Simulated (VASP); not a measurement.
# Si (Im-3m) in VASP: a series of runs

The runs below take Si through single point, with PBE+D4, PBEsol, PBE.

Program: VASP 6.6.1. These are calculated values, not measurements. Logs are shortened: lines on timing, memory, paths and dates and some standing lists are left out, and cuts for length are marked.

## (1) The cell of the first run

The structure is cubic, space group Im-3m (No. 229). The conventional cell has a = 6.680 Å, b = 6.680 Å, c = 6.680 Å, α = 90.00°, β = 90.00°, γ = 90.00°. Within 3.1 Å of Si (site symmetry -4m2) lie 4 Si at 2.36 Å.

## (2) Single point, PBE+D4

Input file INCAR:

```
PREC = Accurate ; ENCUT = 520
EDIFF = 1E-7 ; ISMEAR = -1
SIGMA = 0.15 ; LREAL = F
LASPH = T ; NELM = 80
ALGO = Normal ; ISIF = 2
LWAVE = F ; LCHARG = F
GGA = PE ; IVDW = 13
NBANDS = 21
```

Input file KPOINTS:

```
Automatic mesh
0
Gamma
  6 6 6
```

Input file POSCAR:

```
Si
1.0
   -3.3400250720      3.3400250720      3.3400250720
    3.3400250720     -3.3400250720      3.3400250720
    3.3400250720      3.3400250720     -3.3400250720
Si
6
Direct
    0.7500000000      0.2500000000      0.5000000000
    0.7500000000      0.5000000000      0.2500000000
    0.5000000000      0.2500000000      0.7500000000
    0.2500000000      0.5000000000      0.7500000000
    0.2500000000      0.7500000000      0.5000000000
    0.5000000000      0.7500000000      0.2500000000
```

Potentials or basis: VASP PAW PBE potentials, release 64 (Si).

Run with:

```
$ cat potpaw_PBE.64/Si/POTCAR > POTCAR
$ mpirun -np 1 vasp_std > vasp.out
```

OUTCAR:

```text
PREC = Accurate
   ENCUT = 520
   EDIFF = 1E-7
   ISMEAR = -1
   LREAL = F
   LASPH = T
   NELM = 80
   ISIF = 2
   GGA = PE
   IVDW = 13

 ion  position               nearest neighbor table
   1  0.750  0.250  0.500-   2 2.36   3 2.36   4 2.36   6 2.36
   2  0.750  0.500  0.250-   1 2.36   6 2.36   3 2.36   5 2.36
   3  0.500  0.250  0.750-   1 2.36   2 2.36   4 2.36   5 2.36
   4  0.250  0.500  0.750-   3 2.36   5 2.36   6 2.36   1 2.36
   5  0.250  0.750  0.500-   4 2.36   6 2.36   3 2.36   2 2.36
   6  0.500  0.750  0.250-   2 2.36   5 2.36   4 2.36   1 2.36

  LATTYP: Found a body centered cubic cell.
 ALAT       =     6.6800501440

  Lattice vectors:

 A1 = (  -3.3400250720,   3.3400250720,   3.3400250720)
 A2 = (   3.3400250720,  -3.3400250720,   3.3400250720)
 A3 = (   3.3400250720,   3.3400250720,  -3.3400250720)

Analysis of symmetry for initial positions (statically):
=====================================================================
 Subroutine PRICEL returns:
 Original cell was already a primitive cell.

 Routine SETGRP: Setting up the symmetry group for a
 body centered cubic supercell.

 Subroutine GETGRP returns: Found 48 space group operations
 (whereof 48 operations were pure point group operations)
 out of a pool of 48 trial point group operations.

The static configuration has the point symmetry O_h .

Analysis of symmetry for dynamics (positions and initial velocities):
=====================================================================
 Subroutine PRICEL returns:
 Original cell was already a primitive cell.

 Routine SETGRP: Setting up the symmetry group for a
 body centered cubic supercell.

 Subroutine GETGRP returns: Found 48 space group operations
 (whereof 48 operations were pure point group operations)
 out of a pool of 48 trial point group operations.

The dynamic configuration has the point symmetry O_h .

 Subroutine INISYM returns: Found 48 space group operations
 (whereof 48 operations are pure point group operations),
 and found     1 'primitive' translations

----------------------------------------------------------------------------------------

                                     Primitive cell

  volume of cell :     149.0422

  direct lattice vectors                    reciprocal lattice vectors
    -3.340025072  3.340025072  3.340025072     0.000000000  0.149699475  0.149699475
     3.340025072 -3.340025072  3.340025072     0.149699475  0.000000000  0.149699475
     3.340025072  3.340025072 -3.340025072     0.149699475  0.149699475  0.000000000

  length of vectors
     5.785093123  5.785093123  5.785093123     0.211707028  0.211707028  0.211707028

  position of ions in fractional coordinates (direct lattice)
     0.750000000  0.250000000  0.500000000
     0.750000000  0.500000000  0.250000000
     0.500000000  0.250000000  0.750000000
     0.250000000  0.500000000  0.750000000
     0.250000000  0.750000000  0.500000000
     0.500000000  0.750000000  0.250000000

  ion indices of the primitive-cell ions
   primitive index   ion index
                 1           1
                 2           2
                 3           3
                 4           4
                 5           5
                 6           6

----------------------------------------------------------------------------------------

 KPOINTS: Automatic mesh

Automatic generation of k-mesh.
 Grid dimensions read from file:
 generate k-points for:    6    6    6

 Generating k-lattice:

  Cartesian coordinates                     Fractional coordinates (reciprocal lattice)
     0.000000000  0.024949913  0.024949913     0.166666667  0.000000000  0.000000000
     0.024949913  0.000000000  0.024949913     0.000000000  0.166666667  0.000000000
     0.024949913  0.024949913  0.000000000     0.000000000  0.000000000  0.166666667

  Length of vectors
     0.035284505  0.035284505  0.035284505

  Shift w.r.t. Gamma in fractional coordinates (k-lattice)
     0.000000000  0.000000000  0.000000000

 Subroutine IBZKPT returns following result:
 ===========================================

 Found     16 irreducible k-points:

 Following reciprocal coordinates:
            Coordinates               Weight
  0.000000  0.000000  0.000000      1.000000
  0.166667  0.000000  0.000000     12.000000
  0.333333  0.000000  0.000000     12.000000
  0.500000  0.000000  0.000000      6.000000
  0.166667  0.166667  0.000000     24.000000
  0.333333  0.166667 -0.000000     48.000000
[... 8 lines left out ...]
  0.500000  0.500000  0.333333     12.000000
  0.500000  0.500000  0.500000      1.000000
   k-points           NKPTS =     16   k-points in BZ     NKDIM =     16   number of bands    NBANDS=     21
   number of dos      NEDOS =    301   number of ions     NIONS =      6
   total plane-waves  NPLWV = 110592
   dimension x,y,z NGX =    48 NGY =   48 NGZ =   48
   dimension x,y,z NGXF=    96 NGYF=   96 NGZF=   96
   ions per type =               6
   NGX,Y,Z   is equivalent  to a cutoff of  13.79, 13.79, 13.79 a.u.
   NGXF,Y,Z  is equivalent  to a cutoff of  27.59, 27.59, 27.59 a.u.
 SYSTEM =  unknown system
   PREC   = accura    normal or accurate (medium, high low for compatibility)
   ISTART =      0    job   : 0-new  1-cont  2-samecut
   ICHARG =      2    charge: 1-file 2-atom 10-const
   ISPIN  =      1    spin polarized calculation?
   LNONCOLLINEAR =      F non collinear calculations
   LSORBIT =      F    spin-orbit coupling
   LASPH  =      T    aspherical Exc in radial PAW
   ENCUT  =  520.0 eV  38.22 Ry    6.18 a.u.  10.76 10.76 10.76*2*pi/ulx,y,z
   NELM   =     80;   NELMIN=  2; NELMDL= -5     # of ELM steps
   EDIFF  = 0.1E-06   stopping-criterion for ELM
   LREAL  =      F    real-space projection
   EDIFFG = 0.1E-05   stopping-criterion for IOM
   NSW    =      0    number of steps for IOM
   IBRION =     -1    ionic relax: 0-MD 1-quasi-New 2-CG
   NFREE  =      0    steps in history (QN), initial steepest desc. (CG)
   ISIF   =      2    stress and relaxation
   ISYM   =      2    0-nonsym 1-usesym 2-fastsym
   POTIM  = 0.5000    time-step for ionic-motion
   TEBEG  =    0.0;   TEEND  =   0.0 temperature during run
   PSTRESS=    0.0 pullay stress
   NELECT =      24.0000    total number of electrons
   NUPDOWN=      -1.0000    fix difference up-down
   EMIN   =  10.00;   EMAX   =-10.00  energy-range for DOS
   EFERMI =   0.00;   METHOD = LEGACY
   ISMEAR =    -1;   SIGMA  =   0.15  broadening in eV -4-tet -1-fermi 0-gaus
   EFERMI_NEDOS =   21; number of points for ismear=-14 and -15
   IALGO  =     38    algorithm
   IMIX   =      4    mixing-type and parameters
     AMIX     =   0.40;   BMIX     =  1.00
     AMIX_MAG =   1.60;   BMIX_MAG =  1.00
  volume/ion in A,a.u.               =      24.84       167.63
  Fermi-wavevector in a.u.,A,eV,Ry     =   0.890654  1.683091 10.793011  0.793264
  Thomas-Fermi vector in A             =   2.012372
   LORBIT       =      0    0 simple, 1 ext, 2 COOP (PROOUT), +10 PAW based schemes
   GGA     = PE    functional components
   LHFCALC =     F    Hartree Fock is set to
   AEXX    =    0.0000 exact exchange contribution
   IVDW    =    13    specifies the selected vdW correction
   LEPSILON=     F    determine dielectric tensor
   LRPA    =     F    only Hartree local field effects (RPA)
 non-spin polarized calculation
  energy-cutoff  :      520.00
  volume of cell :      149.04
 maximum number of plane-waves:      4093
 NGX is ok and might be reduce to    48
   NGX = 21   NGY = 21   NGZ = 21

 number of electron      23.9999999 magnetization

 Free energy of the ion-electron system (eV)
  ---------------------------------------------------
  ext. energy  EPLUGINS =         0.00000000
  ---------------------------------------------------
  free energy    TOTEN  =       -31.21669619 eV

  energy without entropy =      -31.16475093  energy(sigma->0) =      -31.19072356

 E-fermi :   4.0202     XC(G=0):  -8.1357

 val. band max:        3.9726736137   @ k =   0.5000   0.5000   0.5000
 cond. band min:       4.1002384280   @ k =  -0.3333   0.3333   0.3333
 fundamental gap:      0.1275648144
 Fermi energy:         4.0202111863

 k-point     1 :       0.0000    0.0000    0.0000
  band No.  band energies     occupation
      1      -7.7892      2.00000
      2      -3.2585      2.00000
      3      -3.2585      2.00000
      4      -3.1336      2.00000
      5      -3.1336      2.00000
      6      -3.1336      2.00000
[... 13 lines left out ...]
     20      10.7416      0.00000
     21      10.7416      0.00000

 k-point     2 :       0.1667    0.0000    0.0000
  band No.  band energies     occupation
      1      -7.6515      2.00000
      2      -4.4020      2.00000
      3      -3.8143      2.00000
      4      -3.2155      2.00000
      5      -2.3924      2.00000
      6      -1.9849      2.00000
[... 13 lines left out ...]
     20       9.8234      0.00000
     21       9.9703      0.00000

 k-point     3 :       0.3333    0.0000    0.0000
  band No.  band energies     occupation
      1      -7.2576      2.00000
      2      -5.4764      2.00000
      3      -4.1977      2.00000
      4      -3.3621      2.00000
      5      -1.5095      2.00000
      6      -0.9062      2.00000
[... 13 lines left out ...]
     20       8.7670      0.00000
     21       8.9226      0.00000

 k-point     4 :       0.5000    0.0000    0.0000
  band No.  band energies     occupation
      1      -6.8490      2.00000
      2      -6.1188      2.00000
      3      -4.3281      2.00000
      4      -3.4285      2.00000
      5      -0.9674      2.00000
      6      -0.2471      2.00000
[... 13 lines left out ...]
     20       8.1012      0.00000
     21      10.3249      0.00000

 k-point     5 :       0.1667    0.1667    0.0000
  band No.  band energies     occupation
      1      -7.3833      2.00000
      2      -5.1193      2.00000
      3      -4.4175      2.00000
      4      -2.8846      2.00000
      5      -2.1523      2.00000
      6      -0.9791      2.00000
[... 13 lines left out ...]
     20       9.2067      0.00000
     21       9.3376      0.00000

 k-point     6 :       0.3333    0.1667   -0.0000
  band No.  band energies     occupation
      1      -6.9012      2.00000
      2      -5.9325      2.00000
      3      -4.7634      2.00000
      4      -2.8198      2.00000
      5      -1.5976      2.00000
      6      -0.1387      2.00000
[... 13 lines left out ...]
     20       8.8754      0.00000
     21       9.6069      0.00000

 k-point     7 :       0.3333    0.3333    0.0000
  band No.  band energies     occupation
      1      -6.4027      2.00000
      2      -6.4027      2.00000
      3      -5.1065      2.00000
      4      -2.0741      2.00000
      5      -2.0741      2.00000
      6      -0.3936      2.00000
[... 13 lines left out ...]
     20       8.6832      0.00000
     21       8.9239      0.00000
[... 99 lines left out ...]
      1      -6.7364      2.00000
      2      -6.1598      2.00000
      3      -4.2159      2.00000
      4      -3.5288      2.00000
      5      -2.1701      2.00000
      6      -0.4424      2.00000
[... 13 lines left out ...]
     20       8.2774      0.00000
     21       9.3198      0.00000

 k-point    13 :      -0.3333    0.5000    0.1667
  band No.  band energies     occupation
      1      -6.7019      2.00000
      2      -6.1185      2.00000
      3      -4.3816      2.00000
      4      -3.1598      2.00000
      5      -2.7451      2.00000
      6      -0.6656      2.00000
[... 13 lines left out ...]
     20       8.5758      0.00000
     21       8.9213      0.00000

 k-point    14 :      -0.3333    0.3333    0.3333
  band No.  band energies     occupation
      1      -6.8089      2.00000
      2      -5.9257      2.00000
      3      -3.6277      2.00000
      4      -3.6277      2.00000
      5      -3.5055      2.00000
      6      -0.8192      2.00000
[... 13 lines left out ...]
     20       8.1011      0.00000
     21       8.4076      0.00000

 k-point    15 :       0.5000    0.5000    0.3333
  band No.  band energies     occupation
      1      -6.4579      2.00000
      2      -6.2364      2.00000
      3      -3.9499      2.00000
      4      -3.7027      2.00000
      5      -3.3031      2.00000
      6      -1.2438      2.00000
[... 13 lines left out ...]
     20       8.4391      0.00000
     21       8.5013      0.00000

 k-point    16 :       0.5000    0.5000    0.5000
  band No.  band energies     occupation
      1      -6.2723      2.00000
      2      -6.2723      2.00000
      3      -3.7797      2.00000
      4      -3.7797      2.00000
      5      -3.7797      2.00000
      6      -1.6097      2.00000
[... 13 lines left out ...]
     20       8.2258      0.00000
     21       8.8025      0.00000

------------------------ aborting loop because EDIFF is reached ----------------------------------------

  DFT-D4 for vdW energy calculation

  Edisp (eV):   -1.52715

  FORCE on cell =-STRESS in cart. coord.  units (eV):
  Direction    XX          YY          ZZ          XY          YZ          ZX
  --------------------------------------------------------------------------------------
  -------------------------------------------------------------------------------------
  Total      -0.05416    -0.05416    -0.05416    -0.00000    -0.00000     0.00000
  in kB      -0.58216    -0.58216    -0.58216    -0.00000    -0.00000     0.00000
  external pressure =       -0.58 kB  Pullay stress =        0.00 kB

 VOLUME and BASIS-vectors are now :
 -----------------------------------------------------------------------------
  energy-cutoff  :      520.00
  volume of cell :      149.04
      direct lattice vectors                 reciprocal lattice vectors
    -3.340025072  3.340025072  3.340025072     0.000000000  0.149699475  0.149699475
     3.340025072 -3.340025072  3.340025072     0.149699475  0.000000000  0.149699475
     3.340025072  3.340025072 -3.340025072     0.149699475  0.149699475  0.000000000

 POSITION                                       TOTAL-FORCE (eV/Angst)
 -----------------------------------------------------------------------------------
     -0.00000      3.34003      1.67001         0.000000     -0.000000     -0.000000
     -0.00000      1.67001      3.34003         0.000000     -0.000000     -0.000000
      1.67001      3.34003      0.00000         0.000000     -0.000000      0.000000
      3.34003      1.67001      0.00000        -0.000000     -0.000000      0.000000
      3.34003     -0.00000      1.67001        -0.000000      0.000000     -0.000000
      1.67001     -0.00000      3.34003         0.000000      0.000000     -0.000000
 -----------------------------------------------------------------------------------
    total drift:                               -0.000000     -0.000000      0.000000

  FREE ENERGIE OF THE ION-ELECTRON SYSTEM (eV)
  ---------------------------------------------------
  free  energy   TOTEN  =       -32.7438476854 eV

  energy  without entropy=      -32.6919024199  energy(sigma->0) =      -32.71787505
```

It took 68 s on 1 thread of Intel Xeon 6975P-C (Granite Rapids), shared host; peak memory 0.29 GiB.

What came out:

- Free energy: -32.7438 eV
- Pressure: -0.1 GPa
- Band gap on the k mesh: 0.13 eV, indirect (least direct gap 0.36 eV)
- Dispersion energy per atom: -0.255 eV

Levels at points of the mesh, in eV from the valence-band top:
```
           k point  band 9  band 10  band 11  band 12  band 13  band 14  band 15  band 16
(0.00, 0.00, 0.00)   -2.85    -2.08    -2.08    -2.08     2.04     2.04     2.04     2.55
(0.50, 0.00, 0.00)   -3.21    -2.07    -1.31    -0.69     1.17     2.31     2.66     2.80
(0.50, 0.50, 0.50)   -1.83     0.00     0.00     0.00     0.36     0.36     0.36     2.97
```

[end of part 1 of 2]
